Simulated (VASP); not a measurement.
# In26GaP27 (a cell with a defect) in VASP: single point with PBE

Aim: the single point of In26GaP27 (a cell with a defect) with PBE.

Everything below comes from runs of VASP 6.6.1. Logs are shortened: lines on timing, memory, paths and dates and some standing lists are left out, and cuts for length are marked.

**1. The cell of the first run**

The cell holds a defect, 54 atoms: a = 12.433 Å, b = 12.433 Å, c = 12.433 Å, α = 60.00°, β = 60.00°, γ = 60.00°.

**2. Single point, PBE, collinear spin**

INCAR reads:

```
ALGO = Normal
EDIFF = 1E-6
ENCUT = 400
GGA = PE
GGA_COMPAT = F
ISIF = 2
ISMEAR = 0
ISPIN = 2
LASPH = T
LCHARG = F
LORBIT = 11
LREAL = Auto
LWAVE = F
MAGMOM = 0.2 0 0 0 0 0 0 0 0 0 0 0 0 0 0 0 0 0 0 0 0 0 0 0 0 0 0 0.2 0 0.2 0 0 0 0.2 0 0 0 0 0 0 0 0 0 0 0 0.2 0 0 0 0 0 0 0 0
NBANDS = 280
NELECT = 485.0
NELM = 200
PREC = Accurate
SIGMA = 0.05
```

KPOINTS reads:

```
k-points
0
Gamma
  1 1 1
```

POSCAR reads:

```
In26GaP27
1.0
    0.0000000000      8.7915000000      8.7915000000
    8.7915000000      0.0000000000      8.7915000000
    8.7915000000      8.7915000000      0.0000000000
Ga In P
1 26 27
Direct
   -0.0004298679      0.0000229112     -0.0000144586
    0.0002058200     -0.0001782886      0.3307676468
    0.0000134065      0.0000346600      0.6690045933
    0.0001605361      0.3307336472     -0.0000811550
    0.0005228352      0.3331920372      0.3330113939
    0.0002478623      0.3305212309      0.6688582455
    0.0000131750      0.6691204224      0.0000798254
    0.0003326277      0.6687877441      0.3304986810
   -0.0001261593      0.6666787494      0.6667596702
    0.3306792000     -0.0000087573      0.0001150857
    0.3330650671      0.0003690768      0.3332818349
    0.3308450094     -0.0000526989      0.6691813343
    0.3329500881      0.3333509039      0.0004275238
    0.3330848046      0.3332105440      0.3331646021
    0.3335401051      0.3334068536      0.6664358549
    0.3307254738      0.6689569666      0.0001713342
    0.3334906294      0.6663617713      0.3334374235
    0.3334672004      0.6664073146      0.6665135234
    0.6690298860     -0.0001308958     -0.0001068039
    0.6692535844     -0.0003280053      0.3310040130
    0.6666715369     -0.0003013418      0.6666360545
    0.6691397303      0.3308812382     -0.0002006186
    0.6665639954      0.3334172677      0.3334859069
    0.6665667179      0.3334293661      0.6663714552
    0.6666818996      0.6665861899     -0.0002202876
    0.6665794064      0.6662984693      0.3334623994
    0.6664696667      0.6668100866      0.6667331548
    0.0783683142      0.0786199322      0.0785487629
    0.0828393952      0.0829269494      0.4170258114
    0.0787700036      0.0783222489      0.7640684931
    0.0828005574      0.4171157285      0.0828436893
    0.0829560117      0.4169118397      0.4170031465
    0.0834832924      0.4166514627      0.7496961744
    0.0786992536      0.7640244915      0.0783880396
    0.0834338183      0.7495854597      0.4168454306
    0.0835194781      0.7499198625      0.7499185220
    0.4170235079      0.0829711460      0.0829207745
    0.4171520840      0.0828909408      0.4169740264
    0.4167446419      0.0834361522      0.7499443366
    0.4171725397      0.4168764809      0.0829192745
    0.4166329104      0.4164995070      0.4165460871
    0.4166530690      0.4164808853      0.7501838950
    0.4168425747      0.7497619265      0.0834396215
    0.4166037451      0.7500994297      0.4165365983
    0.4164440571      0.7498231570      0.7500612296
    0.7642403474      0.0784651208      0.0786372987
    0.7500737021      0.0834440520      0.4165072658
    0.7497969918      0.0834173240      0.7497202646
    0.7499916060      0.4164332369      0.0834897591
    0.7503341718      0.4164661141      0.4165492941
    0.7500040060      0.4168275257      0.7496017905
    0.7497999271      0.7497414663      0.0834754028
    0.7501305096      0.7495061414      0.4167282292
    0.7500374713      0.7498500535      0.7499407453
```

Potentials or basis: VASP PAW PBE potentials, release 64 (Ga_d, In_d, P).

Command:

```
cat potpaw_PBE.64/Ga_d/POTCAR potpaw_PBE.64/In_d/POTCAR potpaw_PBE.64/P/POTCAR > POTCAR
mpirun -np 1 vasp_gam > vasp.out
```

OUTCAR:

```text
EDIFF = 1E-6
   ENCUT = 400
   GGA = PE
   ISIF = 2
   ISMEAR = 0
   ISPIN = 2
   LASPH = T
   LORBIT = 11
   LREAL = Auto
   NELECT = 485.0
   NELM = 200
   PREC = Accurate

 ion  position               nearest neighbor table
   1  1.000  0.000  1.000-  46 2.39  30 2.39  28 2.40  34 2.40
   2  0.000  1.000  0.331-  47 2.54  35 2.54  29 2.56  28 2.56
   3  0.000  0.000  0.669-  36 2.54  48 2.54  29 2.56  30 2.56
   4  0.000  0.331  1.000-  49 2.54  33 2.54  31 2.56  28 2.56
   5  0.001  0.333  0.333-  32 2.54  31 2.54  50 2.54  29 2.54
   6  0.000  0.331  0.669-  33 2.54  51 2.54  32 2.56  30 2.56
[... 46 lines left out ...]
  53  0.750  0.750  0.417-  27 2.54  26 2.54  20 2.54   8 2.54
  54  0.750  0.750  0.750-  27 2.54   9 2.54  25 2.54  21 2.54

  LATTYP: Found a face centered cubic cell.
 ALAT       =    17.5830000000

  Lattice vectors:

 A1 = (   0.0000000000,   8.7915000000,   8.7915000000)
 A2 = (   8.7915000000,   0.0000000000,   8.7915000000)
 A3 = (   8.7915000000,   8.7915000000,   0.0000000000)

Analysis of symmetry for initial positions (statically):
=====================================================================
 Subroutine PRICEL returns:
 Original cell was already a primitive cell.

 Routine SETGRP: Setting up the symmetry group for a
 face centered cubic supercell.

 Subroutine GETGRP returns: Found  1 space group operations
 (whereof  1 operations were pure point group operations)
 out of a pool of 48 trial point group operations.

The static configuration has the point symmetry C_1 .

Analysis of symmetry for dynamics (positions and initial velocities):
=====================================================================
 Subroutine PRICEL returns:
 Original cell was already a primitive cell.

 Routine SETGRP: Setting up the symmetry group for a
 face centered cubic supercell.

 Subroutine GETGRP returns: Found  1 space group operations
 (whereof  1 operations were pure point group operations)
 out of a pool of 48 trial point group operations.

The dynamic configuration has the point symmetry C_1 .

Analysis of structural, dynamic, and magnetic symmetry:
=====================================================================
 Subroutine PRICEL returns:
 Original cell was already a primitive cell.

 Routine SETGRP: Setting up the symmetry group for a
 face centered cubic supercell.

 Subroutine GETGRP returns: Found  1 space group operations
 (whereof  1 operations were pure point group operations)
 out of a pool of 48 trial point group operations.

The overall configuration has the point symmetry C_1 .

 Subroutine INISYM returns: Found  1 space group operations
 (whereof  1 operations are pure point group operations),
 and found     1 'primitive' translations

----------------------------------------------------------------------------------------

                                     Primitive cell

  volume of cell :    1358.9984

  direct lattice vectors                    reciprocal lattice vectors
     0.000000000  8.791500000  8.791500000    -0.056873116  0.056873116  0.056873116
     8.791500000  0.000000000  8.791500000     0.056873116 -0.056873116  0.056873116
     8.791500000  8.791500000  0.000000000     0.056873116  0.056873116 -0.056873116

  length of vectors
    12.433058534 12.433058534 12.433058534     0.098507127  0.098507127  0.098507127

  position of ions in fractional coordinates (direct lattice)
     0.999570132  0.000022911  0.999985541
     0.000205820  0.999821711  0.330767647
     0.000013407  0.000034660  0.669004593
     0.000160536  0.330733647  0.999918845
     0.000522835  0.333192037  0.333011394
     0.000247862  0.330521231  0.668858245
[... 46 lines left out ...]
     0.750130510  0.749506141  0.416728229
     0.750037471  0.749850053  0.749940745

  ion indices of the primitive-cell ions
   primitive index   ion index
                 1           1
                 2           2
                 3           3
                 4           4
                 5           5
                 6           6
[... 46 lines left out ...]
                53          53
                54          54

----------------------------------------------------------------------------------------

 KPOINTS: k-points

Automatic generation of k-mesh.
 Grid dimensions read from file:
 generate k-points for:    1    1    1

 Generating k-lattice:

  Cartesian coordinates                     Fractional coordinates (reciprocal lattice)
    -0.056873116  0.056873116  0.056873116     1.000000000  0.000000000  0.000000000
     0.056873116 -0.056873116  0.056873116     0.000000000  1.000000000  0.000000000
     0.056873116  0.056873116 -0.056873116     0.000000000  0.000000000  1.000000000

  Length of vectors
     0.098507127  0.098507127  0.098507127

  Shift w.r.t. Gamma in fractional coordinates (k-lattice)
     0.000000000  0.000000000  0.000000000

 Subroutine IBZKPT returns following result:
 ===========================================

 Found      1 irreducible k-points:

 Following reciprocal coordinates:
            Coordinates               Weight
  0.000000  0.000000  0.000000      1.000000
   k-points           NKPTS =      1   k-points in BZ     NKDIM =      1   number of bands    NBANDS=    280
   number of dos      NEDOS =    301   number of ions     NIONS =     54
   total plane-waves  NPLWV = 592704
   dimension x,y,z NGX =    84 NGY =   84 NGZ =   84
   dimension x,y,z NGXF=   168 NGYF=  168 NGZF=  168
   ions per type =               1  26  27
   NGX,Y,Z   is equivalent  to a cutoff of  11.23, 11.23, 11.23 a.u.
   NGXF,Y,Z  is equivalent  to a cutoff of  22.46, 22.46, 22.46 a.u.
 SYSTEM =  unknown system
   PREC   = accura    normal or accurate (medium, high low for compatibility)
   ISTART =      0    job   : 0-new  1-cont  2-samecut
   ICHARG =      2    charge: 1-file 2-atom 10-const
   ISPIN  =      2    spin polarized calculation?
   LNONCOLLINEAR =      F non collinear calculations
   LSORBIT =      F    spin-orbit coupling
   LASPH  =      T    aspherical Exc in radial PAW
   ENCUT  =  400.0 eV  29.40 Ry    5.42 a.u.  20.28 20.28 20.28*2*pi/ulx,y,z
   NELM   =    200;   NELMIN=  2; NELMDL= -5     # of ELM steps
   EDIFF  = 0.1E-05   stopping-criterion for ELM
   LREAL  =      T    real-space projection
   EDIFFG = 0.1E-04   stopping-criterion for IOM
   NSW    =      0    number of steps for IOM
   IBRION =     -1    ionic relax: 0-MD 1-quasi-New 2-CG
   NFREE  =      0    steps in history (QN), initial steepest desc. (CG)
   ISIF   =      2    stress and relaxation
   ISYM   =      2    0-nonsym 1-usesym 2-fastsym
   POTIM  = 0.5000    time-step for ionic-motion
   TEBEG  =    0.0;   TEEND  =   0.0 temperature during run
   PSTRESS=    0.0 pullay stress
   NELECT =     485.0000    total number of electrons
   NUPDOWN=      -1.0000    fix difference up-down
   EMIN   =  10.00;   EMAX   =-10.00  energy-range for DOS
   EFERMI =   0.00;   METHOD = LEGACY
   ISMEAR =     0;   SIGMA  =   0.05  broadening in eV -4-tet -1-fermi 0-gaus
   EFERMI_NEDOS =   21; number of points for ismear=-14 and -15
   IALGO  =     38    algorithm
   IMIX   =      4    mixing-type and parameters
     AMIX     =   0.40;   BMIX     =  1.00
     AMIX_MAG =   1.60;   BMIX_MAG =  1.00
  volume/ion in A,a.u.               =      25.17       169.83
  Fermi-wavevector in a.u.,A,eV,Ry     =   1.161223  2.194394 18.346636  1.348440
  Thomas-Fermi vector in A             =   2.297798
   LORBIT       =     11    0 simple, 1 ext, 2 COOP (PROOUT), +10 PAW based schemes
   GGA     = PE    functional components
   LHFCALC =     F    Hartree Fock is set to
   AEXX    =    0.0000 exact exchange contribution
   IVDW    =     0    specifies the selected vdW correction
   LEPSILON=     F    determine dielectric tensor
   LRPA    =     F    only Hartree local field effects (RPA)
 spin polarized calculation
 Gauss-broadening in eV      SIGMA  =   0.05
  energy-cutoff  :      400.00
  volume of cell :     1359.00
 maximum number of plane-waves:     12347
 NGX is ok and might be reduce to    84
   NGX = 41   NGY = 41   NGZ = 41

 number of electron     484.9999863 magnetization       0.0058538

 Free energy of the ion-electron system (eV)
  ---------------------------------------------------
  ext. energy  EPLUGINS =         0.00000000
  ---------------------------------------------------
  free energy    TOTEN  =      -221.58020433 eV

  energy without entropy =     -221.52720683  energy(sigma->0) =     -221.55370558

 E-fermi :   5.2347     XC(G=0):  -9.1966

 val. band max:        5.2009713713   @ k =   0.0000   0.0000   0.0000
 cond. band min:       5.8604900934   @ k =   0.0000   0.0000   0.0000
 fundamental gap:      0.6595187221
 Fermi energy:         5.2346854339

 spin component 1

 k-point     1 :       0.0000    0.0000    0.0000
  band No.  band energies     occupation
      1      -9.4633      1.00000
      2      -9.4629      1.00000
      3      -9.4627      1.00000
      4      -9.3737      1.00000
      5      -9.3735      1.00000
      6      -9.2326      1.00000
[... 246 lines left out ...]
    253       7.2083      0.00000
    254       7.2085      0.00000
 Fermi energy:         5.2346854339

 spin component 2

 k-point     1 :       0.0000    0.0000    0.0000
  band No.  band energies     occupation
      1      -9.4633      1.00000
      2      -9.4629      1.00000
      3      -9.4627      1.00000
      4      -9.3738      1.00000
      5      -9.3735      1.00000
      6      -9.2326      1.00000
[... 246 lines left out ...]
    253       7.2084      0.00000
    254       7.2086      0.00000
 [bands above 254 left out]

------------------------ aborting loop because EDIFF is reached ----------------------------------------

  FORCE on cell =-STRESS in cart. coord.  units (eV):
  Direction    XX          YY          ZZ          XY          YZ          ZX
  --------------------------------------------------------------------------------------
  -------------------------------------------------------------------------------------
  Total       18.9642764     18.9515504     18.9555067     -0.0212744      0.0629757     -0.0445251
  in kB       22.3577411     22.3427378     22.3474021     -0.0250812      0.0742445     -0.0524924
  external PRESSURE =      22.3492937 kB  Pullay stress =       0.0000000 kB

 VOLUME and BASIS-vectors are now :
 -----------------------------------------------------------------------------
  energy-cutoff  :      400.00
  volume of cell :     1359.00
      direct lattice vectors                 reciprocal lattice vectors
     0.000000000  8.791500000  8.791500000    -0.056873116  0.056873116  0.056873116
     8.791500000  0.000000000  8.791500000     0.056873116 -0.056873116  0.056873116
     8.791500000  8.791500000  0.000000000     0.056873116  0.056873116 -0.056873116

 POSITION                                       TOTAL-FORCE (eV/Angst)
 -----------------------------------------------------------------------------------
      8.79157     17.57909      8.78792        -0.012162      0.018717      0.017965
     11.69788      2.90975      8.79174        -0.008955     -0.007633      0.018152
      5.88186      5.88167      0.00042         0.006705      0.000260      0.016457
     11.69843      8.79220      2.90906        -0.007863      0.010574     -0.007628
      5.85693      2.93227      2.93385        -0.011970      0.007264     -0.001651
      8.78604      5.88245      2.90796        -0.003132      0.009097     -0.012527
[... 46 lines left out ...]
     10.25295     10.25844     13.18406         0.005113     -0.005768      0.007155
     13.18541     13.18706     13.18626         0.004757     -0.001399      0.000872
 -----------------------------------------------------------------------------------
    total drift:                               -0.001708     -0.004117     -0.003259

  FREE ENERGIE OF THE ION-ELECTRON SYSTEM (eV)
  ---------------------------------------------------
  free  energy   TOTEN  =      -221.5802043269 eV

  energy  without entropy=     -221.5272068306  energy(sigma->0) =     -221.55370558

 total charge

# of ion       s       p       d       tot
------------------------------------------
    1        0.824   0.797  10.011  11.632
    2        0.796   0.765   9.901  11.461
    3        0.796   0.765   9.901  11.462
    4        0.796   0.765   9.901  11.462
    5        0.797   0.778   9.903  11.478
    6        0.796   0.765   9.901  11.462
[... 46 lines left out ...]
   53        1.003   1.537   0.000   2.540
   54        1.002   1.539   0.000   2.541
--------------------------------------------------
tot         48.592  62.312 267.459 378.363

 magnetization (x)

# of ion       s       p       d       tot
------------------------------------------
    1       -0.000  -0.000   0.000  -0.000
    2       -0.000   0.000   0.000   0.000
    3       -0.000   0.000   0.000   0.000
    4       -0.000   0.000   0.000   0.000
    5       -0.000   0.000   0.000   0.000
    6       -0.000   0.000   0.000   0.000
[... 46 lines left out ...]
   53        0.000   0.000   0.000   0.000
   54        0.000   0.000   0.000   0.000
--------------------------------------------------
tot         -0.000   0.001   0.000   0.001
```

It took 48 min on 1 thread of Intel Xeon 8259CL, shared host; peak memory 1.5 GiB.

What came out:

| Quantity | Value |
| --- | --- |
| Free energy | -221.5802 eV |
| Largest force | 0.060 eV/Å |
| Net moment | 0.01 μB per cell |
| Valence electrons inside the program's atomic spheres | Ga 11.63; In 11.46, 11.48 (each value once); P 2.53, 2.54 (each value once) |

Forces in eV/Å, atoms in the order of the input:
```
Ga  -0.012  0.019  0.018
In  -0.009 -0.008  0.018
In   0.007  0.000  0.016
In  -0.008  0.011 -0.008
In  -0.012  0.007 -0.002
In  -0.003  0.009 -0.013
In  -0.003  0.007 -0.006
In   0.000 -0.005  0.006
In  -0.005  0.009  0.000
In   0.028 -0.004 -0.006
In   0.002 -0.005  0.014
In  -0.005 -0.028  0.005
In  -0.005  0.017 -0.008
In  -0.019  0.004 -0.005
In   0.007 -0.003 -0.005
In  -0.002  0.004 -0.016
In   0.008 -0.004  0.001
In  -0.004 -0.004  0.001
In   0.037  0.016  0.018
In  -0.010 -0.034  0.008
In  -0.004 -0.009  0.011
In  -0.018  0.014 -0.026
In  -0.007 -0.005 -0.002
In   0.008  0.010 -0.002
In  -0.007  0.016 -0.007
In   0.010 -0.006  0.004
In  -0.009 -0.005 -0.006
P    0.000  0.027  0.015
P   -0.004  0.001 -0.012
P    0.003 -0.020  0.011
P    0.000 -0.015  0.004
P    0.008 -0.001  0.004
P    0.002  0.007 -0.004
P    0.009  0.016 -0.008
P   -0.006 -0.013  0.013
P   -0.002 -0.007 -0.011
P   -0.012 -0.006 -0.007
P    0.004  0.024 -0.007
P   -0.004 -0.001 -0.010
P    0.008 -0.008  0.018
P   -0.003  0.003  0.001
P    0.002 -0.004  0.000
P    0.006 -0.017 -0.007
P    0.002  0.004  0.000
P   -0.004  0.009  0.014
P    0.019 -0.044 -0.037
P    0.005  0.011 -0.014
P    0.002  0.016  0.005
P    0.006 -0.009  0.014
P   -0.004 -0.004 -0.001
P   -0.004  0.011 -0.009
P   -0.004  0.003  0.010
P    0.005 -0.006  0.007
P    0.005 -0.001  0.001
```

Levels at points of the mesh, in eV from the Fermi level:
Spin up:
```tsv
k point	band 239	band 240	band 241	band 242	band 243	band 244	band 245	band 246	band 247	band 248
(0.00, 0.00, 0.00)	-0.77	-0.77	-0.03	-0.03	-0.03	0.63	1.42	1.54	1.54	1.54
```
Spin down:
| k point | band 239 | band 240 | band 241 | band 242 | band 243 | band 244 | band 245 | band 246 | band 247 | band 248 |
| --- | --- | --- | --- | --- | --- | --- | --- | --- | --- | --- |
| (0.00, 0.00, 0.00) | -0.77 | -0.77 | -0.03 | -0.03 | -0.03 | 0.63 | 1.42 | 1.54 | 1.54 | 1.54 |

Caveat: the k points lie up to 0.62 Å⁻¹ apart; the cell carries a net charge on a neutralising background, which shifts energy and pressure; the cell is charged against a uniform background, so pressure and absolute levels hang on convention; spin-orbit coupling is left out, which moves the levels of the heavy elements.
